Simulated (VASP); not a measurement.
# Ge (Cmmm) in VASP: a series of runs, part 2 of 2

VASP 6.6.1. The steps go on from the part before.

**5. Single point, PBE**

This run uses another cell than the first one: it holds 1 atom, not 2.

INCAR

```
SYSTEM = Ge
PREC = Accurate
ENCUT = 520
EDIFF = 1E-6
ISMEAR = 0
SIGMA = 0.02
LREAL = .FALSE.
LASPH = .TRUE.
NELM = 80
ALGO = Normal
ISIF = 2
LWAVE = .FALSE.
LCHARG = .TRUE.
GGA = PE
LELF = .TRUE.
LVHAR = .TRUE.
NBANDS = 13
```

KPOINTS

```
regular mesh
0
G
  11 11 10
  0 0 0
```

POSCAR

```
Ge
1.0
    1.3971490000     -2.6005160000      0.0000000000
    1.3971490000      2.6005160000      0.0000000000
    0.0000000000      0.0000000000      2.6982310000
Ge
1
Direct
    0.5000000000      0.5000000000      0.0000000000
```

Potentials or basis: VASP PAW PBE potentials, release 64 (Ge_d).

The run is started by

```console
$ cat potpaw_PBE.64/Ge_d/POTCAR > POTCAR
$ mpirun -np 1 vasp_std > vasp.out
```

OUTCAR:

```text
SYSTEM = Ge
   PREC = Accurate
   ENCUT = 520
   EDIFF = 1E-6
   ISMEAR = 0
   LREAL = .FALSE.
   LASPH = .TRUE.
   NELM = 80
   ISIF = 2
   GGA = PE

 ion  position               nearest neighbor table
   1  0.500  0.500  0.000-

  LATTYP: Found a base centered orthorhombic cell.
 ALAT       =     2.7942980000
 B/A-ratio  =     1.8613018368
 C/A-ratio  =     0.9656203454

  Lattice vectors:

 A1 = (   1.3971490000,  -2.6005160000,   0.0000000000)
 A2 = (   1.3971490000,   2.6005160000,   0.0000000000)
 A3 = (   0.0000000000,   0.0000000000,   2.6982310000)

Analysis of symmetry for initial positions (statically):
=====================================================================
 Subroutine PRICEL returns:
 Original cell was already a primitive cell.

 Routine SETGRP: Setting up the symmetry group for a
 base centered orthorhombic supercell.

 Subroutine GETGRP returns: Found  8 space group operations
 (whereof  8 operations were pure point group operations)
 out of a pool of  8 trial point group operations.

The static configuration has the point symmetry D_2h.

Analysis of symmetry for dynamics (positions and initial velocities):
[... 171 lines left out ...]
      5     -18.2944      2.00000
      6      -6.6458      2.00000
      7      12.8817      0.00000
      8      13.3518      0.00000
      9      14.8618      0.00000
     10      16.3756      0.00000
     11      18.7116      0.00000
     12      21.0923      0.00000
     13      21.2213      0.00000
[... 354 lines left out ...]
  band No.  band energies     occupation
      1     -18.5156      2.00000
      2     -18.4671      2.00000
      3     -18.3958      2.00000
      4     -18.3267      2.00000
      5     -18.2967      2.00000
      6      -5.9389      2.00000
      7       8.4560      0.00000
      8      13.4308      0.00000
      9      13.5436      0.00000
     10      16.8167      0.00000
     11      18.3409      0.00000
     12      24.0005      0.00000
     13      24.0383      0.00000

 [... further k-points ...]

------------------------ aborting loop because EDIFF is reached ----------------------------------------

  FORCE on cell =-STRESS in cart. coord.  units (eV):
  Direction    XX          YY          ZZ          XY          YZ          ZX
  --------------------------------------------------------------------------------------
  -------------------------------------------------------------------------------------
  Total        0.1130011     -0.3685202     -0.0538973      0.0000000      0.0000000      0.0000000
  in kB        9.2338326    -30.1134483     -4.4041880      0.0000000      0.0000000      0.0000000
  external PRESSURE =      -8.4279345 kB  Pullay stress =       0.0000000 kB

 VOLUME and BASIS-vectors are now :
 -----------------------------------------------------------------------------
  energy-cutoff  :      520.00
  volume of cell :       19.61
      direct lattice vectors                 reciprocal lattice vectors
     1.397149000 -2.600516000  0.000000000     0.357871637 -0.192269534  0.000000000
     1.397149000  2.600516000  0.000000000     0.357871637  0.192269534  0.000000000
     0.000000000  0.000000000  2.698231000     0.000000000  0.000000000  0.370613191

 POSITION                                       TOTAL-FORCE (eV/Angst)
 -----------------------------------------------------------------------------------
      1.39715      0.00000      0.00000         0.000000     -0.000000      0.000000
 -----------------------------------------------------------------------------------
    total drift:                               -0.000000     -0.000000     -0.000000

  FREE ENERGIE OF THE ION-ELECTRON SYSTEM (eV)
  ---------------------------------------------------
  free  energy   TOTEN  =        -4.2668083286 eV

  energy  without entropy=       -4.2666439350  energy(sigma->0) =       -4.26672613
```

OSZICAR:

```text
N       E                     dE             d eps       ncg     rms          rms(c)
DAV:   1     0.635850868356E+02    0.63585E+02   -0.71684E+03  6112   0.292E+03
DAV:   2     0.148779175630E+01   -0.62097E+02   -0.59275E+02  5896   0.415E+02
DAV:   3    -0.419273748286E+01   -0.56805E+01   -0.56554E+01  6506   0.728E+01
DAV:   4    -0.427502529272E+01   -0.82288E-01   -0.82272E-01  6351   0.955E+00
DAV:   5    -0.427586669210E+01   -0.84140E-03   -0.84139E-03  6614   0.107E+00    0.131E+00
DAV:   6    -0.426922311680E+01    0.66436E-02   -0.68403E-03  7054   0.185E+00    0.745E-01
DAV:   7    -0.426687253589E+01    0.23506E-02   -0.55707E-03  7417   0.142E+00    0.725E-02
DAV:   8    -0.426680557208E+01    0.66964E-04   -0.64646E-04  6811   0.563E-01    0.253E-02
DAV:   9    -0.426680871380E+01   -0.31417E-05   -0.14472E-05  7256   0.581E-02    0.102E-02
DAV:  10    -0.426680832861E+01    0.38518E-06   -0.75919E-07  4458   0.150E-02
   1 F= -.42668083E+01 E0= -.42667261E+01  d E =-.164394E-03
```

Run time: 34 s. Hardware: 1 thread of Intel Xeon 8259CL, shared host; peak memory 0.17 GiB.

What came out:

```
Free energy            : -4.2668 eV
Pressure               : -0.8 GPa
Band gap on the k mesh : zero (bands 7 and 8 overlap by 9.06 eV)
```

Stress tensor (GPa, compression positive):
```
 0.92  0.00  0.00
 0.00 -3.01  0.00
 0.00  0.00 -0.44
```

Levels at points of the mesh, in eV from the Fermi level:
```
           k point  band 4  band 5  band 6  band 7  band 8  band 9  band 10  band 11
(0.00, 0.00, 0.00)  -24.51  -24.49  -12.85    6.68    7.15    8.66    10.18    12.51
(0.00, 0.00, 0.50)  -24.56  -24.53   -9.08   -5.66    9.98   11.49    16.04    16.13
```

**6. The runs side by side**

| level | spin | cell | k mesh | smearing | grid for exact exchange (PRECFOCK) | share of exact exchange | screening parameter | gap on the mesh (eV) | pressure (GPa) |
| --- | --- | --- | --- | --- | --- | --- | --- | --- | --- |
| PBEsol | collinear | a = 2.794, b = 5.201, c = 2.698 Å, 2 atoms, atomic positions A | 9 × 5 × 10 | gaussian 0.01 eV | - | - | - | none | -4.3 |
| HSE06 | off | a = 2.972, b = 2.972, c = 2.716 Å, angles 90.0, 90.0, 123.5°, 1 atom, atomic positions B | 6 × 6 × 6 | fermi-dirac 0.05 eV | Normal | 0.25 | 0.2079 1/Å | none | -4.1 |
| HSE06 | off | a = 2.952, b = 2.952, c = 2.698 Å, angles 90.0, 90.0, 123.5°, 1 atom, atomic positions B | 6 × 6 × 6 | fermi-dirac 0.05 eV | Normal | 0.25 | 0.2079 1/Å | none | -2.8 |
| PBE | off | a = 2.952, b = 2.952, c = 2.698 Å, angles 90.0, 90.0, 123.5°, 1 atom, atomic positions B | 11 × 11 × 10 | gaussian 0.02 eV | - | - | - | none | -0.8 |

Alike in all rows: task single point; potentials or basis VASP PAW PBE potentials, release 64 (Ge_d); cutoff (eV) 520.

Caveats: some runs use coarse meshes; the PAW data sets were made with another functional, which shifts forces and pressure a little (at least some runs); the cell stands under tension (at least some runs).

Total energies depend on the potentials used, so only differences within one code and one set of settings carry meaning.
